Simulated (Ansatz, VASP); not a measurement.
Two plane-wave programs on Li2MgSiTe4

Contents of POSCAR:

```
Li2MgSiTe4
1.0
   -3.1834831538      3.1834831538      5.9118205231
    3.1834831538     -3.1834831538      5.9118205231
    3.1834831538      3.1834831538     -5.9118205231
Li Mg Si Te
2 1 1 4
Direct
    0.0000000000      0.0000000000      0.0000000000
    0.7500000000      0.2500000000      0.5000000000
    0.2500000000      0.7500000000      0.5000000000
    0.5000000000      0.5000000000      0.0000000000
    0.1477977590      0.6045858564      0.9924590126
    0.3954141436      0.3878731562      0.5432119026
    0.6121268438      0.1553387465      0.0075409874
    0.8446612535      0.8522022410      0.4567880974
```

The input INCAR.step1:

```
ALGO = Normal
EDIFF = 1E-4
ENCUT = 520
GGA = PE
ISMEAR = 0
LASPH = True
LCHARG = False
LREAL = False
LWAVE = True
NBANDS = 28
NELM = 80
PREC = Accurate
SIGMA = 0.01
```

The input INCAR.step2:

```
ALGO = Normal
EDIFF = 1E-7
ENCUT = 520
ISIF = 2
ISMEAR = 0
ISTART = 1
LASPH = True
LCHARG = True
LELF = True
LMIXTAU = True
LREAL = False
LVHAR = True
LWAVE = False
METAGGA = R2SCAN
NBANDS = 28
NELM = 80
PREC = Accurate
SIGMA = 0.01
```

Contents of KPOINTS:

```
k-points
0
Gamma
  6 6 6
```

Input for Ansatz:

```yaml
crystal:
  lattice:
    - [-3.1834831538, 3.1834831538, 5.9118205231]
    - [3.1834831538, -3.1834831538, 5.9118205231]
    - [3.1834831538, 3.1834831538, -5.9118205231]
  atoms:
    - { symbol: Li, position: [0.0, 0.0, 0.0] }
    - { symbol: Li, position: [0.75, 0.25, 0.5] }
    - { symbol: Mg, position: [0.25, 0.75, 0.5] }
    - { symbol: Si, position: [0.5, 0.5, 0.0] }
    - { symbol: Te, position: [0.147797759, 0.6045858564, 0.9924590126] }
    - { symbol: Te, position: [0.3954141436, 0.3878731562, 0.5432119026] }
    - { symbol: Te, position: [0.6121268438, 0.1553387465, 0.0075409874] }
    - { symbol: Te, position: [0.8446612535, 0.852202241, 0.4567880974] }
kpoints:
  mp_grid: { grid: [6, 6, 6] }
hamiltonian:
  xc: r2scan
scf:
  occupations: { method: fixed }
  n_extra_bands: 6
output:
  forces: true
  stress: true
  eigenvalues: true
```

Alike in both runs: task single point; functional r2SCAN; k mesh 6 × 6 × 6; no spin polarisation.

|  | VASP | Ansatz |
| --- | --- | --- |
| version | VASP 6.6.1 | Ansatz 0.2.0 |
| potentials or method | VASP PAW PBE potentials, release 64 (Li_sv, Mg, Si, Te) | plane waves, PAW |
| plane-wave cutoff (eV) | 520 | 500 |
| occupations | gaussian, width 0.01 eV | fixed |
| valence electrons in the cell | 36 | 84 |

|  | VASP | Ansatz | Ansatz less VASP |
| --- | --- | --- | --- |
| gap on the k mesh at the Fermi level (eV) | 2.19 | 2.19 | -0.001 |
| rms of the force components (eV/Å) | 0.075 | 0.071 | -0.0040 |

VASP's potentials were made for PBE, not for r2SCAN. Atom by atom the forces differ by 0.006 eV/Å (rms over components). VASP's potentials hold 36 valence electrons a cell and Ansatz's 84, so a difference there can come from the potentials and not from the codes.

Spin-orbit coupling is off throughout. Noted on VASP's run: the cutoff is under 1.25 times that of the potentials, so the pressure is a little rough.
